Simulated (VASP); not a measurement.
# Cd (P6_3/mmc) in VASP: notebook, part 2 of 2

VASP 6.6.1. Earlier steps stand in the parts before.

### 3 Single point, PBE (volume scaled by 1.04)

File INCAR:

```
SYSTEM = Cd
ALGO     = Normal         ! electronic algorithm
EDIFF    = 1E-6           ! SCF threshold, eV
ENCUT    = 520            ! plane-wave cutoff, eV
GGA      = PE             ! functional
ISIF     = 2              ! what is computed and relaxed
ISMEAR   = -1             ! smearing method
LASPH    = .True.         ! aspherical terms in the spheres
LCHARG   = .False.        ! write CHGCAR
LREAL    = .False.        ! projectors in reciprocal space
LWAVE    = .False.        ! write WAVECAR
NBANDS   = 19             ! bands
NELM     = 60             ! most SCF steps
PREC     = Accurate       ! precision mode
SIGMA    = 0.05           ! smearing width, eV
```

File KPOINTS:

```
k-points
0
Gamma
  14 14 7
  0 0 0
```

File POSCAR:

```
Cd
1.0
    3.0180726944      0.0000000000      0.0000000000
   -1.5090363471      2.6137276237      0.0000000000
    0.0000000000      0.0000000000      5.6915749249
Cd
2
Direct
    0.3333333333      0.6666666667      0.2500000000
    0.6666666667      0.3333333333      0.7500000000
```

Potentials or basis: VASP PAW PBE potentials, release 64 (Cd).

On the command line:

```
$ cat potpaw_PBE.64/Cd/POTCAR > POTCAR
$ mpirun -np 1 vasp_std > vasp.out
```

OUTCAR:

```text
SYSTEM = Cd
   EDIFF = 1E-6
   ENCUT = 520
   GGA = PE
   ISIF = 2
   ISMEAR = -1
   LASPH = .True.
   LREAL = .False.
   NELM = 60
   PREC = Accurate

 ion  position               nearest neighbor table
   1  0.333  0.667  0.250-   2 3.34   2 3.34   2 3.34   2 3.34   2 3.34   2 3.34
   2  0.667  0.333  0.750-   1 3.34   1 3.34   1 3.34   1 3.34   1 3.34   1 3.34

  LATTYP: Found a hexagonal cell.
 ALAT       =     3.0180726944
 C/A-ratio  =     1.8858309594

  Lattice vectors:

 A1 = (   3.0180726944,   0.0000000000,   0.0000000000)
 A2 = (  -1.5090363471,   2.6137276237,   0.0000000000)
 A3 = (   0.0000000000,   0.0000000000,   5.6915749249)

Analysis of symmetry for initial positions (statically):
=====================================================================
 Subroutine PRICEL returns:
 Original cell was already a primitive cell.

 Routine SETGRP: Setting up the symmetry group for a
 hexagonal supercell.

 Subroutine GETGRP returns: Found 24 space group operations
 (whereof 12 operations were pure point group operations)
 out of a pool of 24 trial point group operations.

The static configuration has the point symmetry D_3d.
 The point group associated with its full space group is D_6h.

Analysis of symmetry for dynamics (positions and initial velocities):
=====================================================================
 Subroutine PRICEL returns:
 Original cell was already a primitive cell.

 Routine SETGRP: Setting up the symmetry group for a
 hexagonal supercell.

 Subroutine GETGRP returns: Found 24 space group operations
 (whereof 12 operations were pure point group operations)
 out of a pool of 24 trial point group operations.

The dynamic configuration has the point symmetry D_3d.
 The point group associated with its full space group is D_6h.

 Subroutine INISYM returns: Found 24 space group operations
 (whereof 12 operations are pure point group operations),
[... 111 lines left out ...]
   ISMEAR =    -1;   SIGMA  =   0.05  broadening in eV -4-tet -1-fermi 0-gaus
   EFERMI_NEDOS =   21; number of points for ismear=-14 and -15
   IALGO  =     38    algorithm
   IMIX   =      4    mixing-type and parameters
     AMIX     =   0.40;   BMIX     =  1.00
     AMIX_MAG =   1.60;   BMIX_MAG =  1.00
  volume/ion in A,a.u.               =      22.45       151.49
  Fermi-wavevector in a.u.,A,eV,Ry     =   1.328631  2.510749 24.017829  1.765261
  Thomas-Fermi vector in A             =   2.457854
   LORBIT       =      0    0 simple, 1 ext, 2 COOP (PROOUT), +10 PAW based schemes
   GGA     = PE    functional components
   LHFCALC =     F    Hartree Fock is set to
   AEXX    =    0.0000 exact exchange contribution
   IVDW    =     0    specifies the selected vdW correction
   LEPSILON=     F    determine dielectric tensor
   LRPA    =     F    only Hartree local field effects (RPA)
 non-spin polarized calculation
  energy-cutoff  :      520.00
  volume of cell :       44.90
 maximum number of plane-waves:      1228
 NGX is ok and might be reduce to    24
   NGX = 11   NGY = 11   NGZ = 21

 number of electron      23.9999991 magnetization

 Free energy of the ion-electron system (eV)
  ---------------------------------------------------
  ext. energy  EPLUGINS =         0.00000000
  ---------------------------------------------------
  free energy    TOTEN  =        -1.48399605 eV

  energy without entropy =       -1.47754318  energy(sigma->0) =       -1.48076961

 E-fermi :   2.7399     XC(G=0): -10.8261

 val. band max:        2.6935680710   @ k =   0.3571   0.0714   0.0000
 cond. band min:       2.7614565476   @ k =   0.3571   0.1429   0.1429
 fundamental gap:      0.0678884765
 Fermi energy:         2.7398615087

 k-point     1 :       0.0000    0.0000    0.0000
  band No.  band energies     occupation
      1      -7.0281      2.00000
      2      -6.7868      2.00000
      3      -6.4611      2.00000
      4      -6.4611      2.00000
      5      -6.4146      2.00000
      6      -6.4146      2.00000
[... 505 lines left out ...]
      6      -6.2421      2.00000
[... 11 lines left out ...]
     18       8.4617      0.00000
     19      10.5672      0.00000

 [... further k-points ...]

------------------------ aborting loop because EDIFF is reached ----------------------------------------

  FORCE on cell =-STRESS in cart. coord.  units (eV):
  Direction    XX          YY          ZZ          XY          YZ          ZX
  --------------------------------------------------------------------------------------
  -------------------------------------------------------------------------------------
  Total        0.3765822      0.3765822      0.1964163      0.0000000      0.0000000      0.0000000
  in kB       13.4384094     13.4384094      7.0091541      0.0000000      0.0000000      0.0000000
  external PRESSURE =      11.2953243 kB  Pullay stress =       0.0000000 kB

 VOLUME and BASIS-vectors are now :
 -----------------------------------------------------------------------------
  energy-cutoff  :      520.00
  volume of cell :       44.90
      direct lattice vectors                 reciprocal lattice vectors
     3.018072694  0.000000000  0.000000000     0.331337281  0.191297668  0.000000000
    -1.509036347  2.613727624  0.000000000     0.000000000  0.382595337  0.000000000
     0.000000000  0.000000000  5.691574925     0.000000000  0.000000000  0.175698293

 POSITION                                       TOTAL-FORCE (eV/Angst)
 -----------------------------------------------------------------------------------
     -0.00000      1.74249      1.42289         0.000000      0.000000      0.000000
      1.50904      0.87124      4.26868        -0.000000      0.000000      0.000000
 -----------------------------------------------------------------------------------
    total drift:                                0.000000     -0.000000      0.000000

  FREE ENERGIE OF THE ION-ELECTRON SYSTEM (eV)
  ---------------------------------------------------
  free  energy   TOTEN  =        -1.4839960451 eV

  energy  without entropy=       -1.4775431768  energy(sigma->0) =       -1.48076961
```

stdout:

```text
POSCAR found type information on POSCAR Cd
 POSCAR found :  1 types and       2 ions
 scaLAPACK will be used
 LDA part: xc-table for (Slater+PW92), standard interpolation
 POSCAR, INCAR and KPOINTS ok, starting setup
 FFT: planning ... GRIDC
 FFT: planning ... GRID_SOFT
 FFT: planning ... GRID
 WAVECAR not read
 entering main loop
```

Wall time 18 s (1 thread of Intel Xeon 6975P-C (Granite Rapids), shared host); peak memory 0.2 GiB.

Results:

* Free energy: -1.4840 eV
* Pressure: 1.1 GPa
* Band gap on the k mesh: zero (band 12 reaches 3.99 eV, above the bottom of band 13 at -0.16 eV)

Stress tensor (GPa, compression positive):
```
1.34 0.00 0.00
0.00 1.34 0.00
0.00 0.00 0.70
```
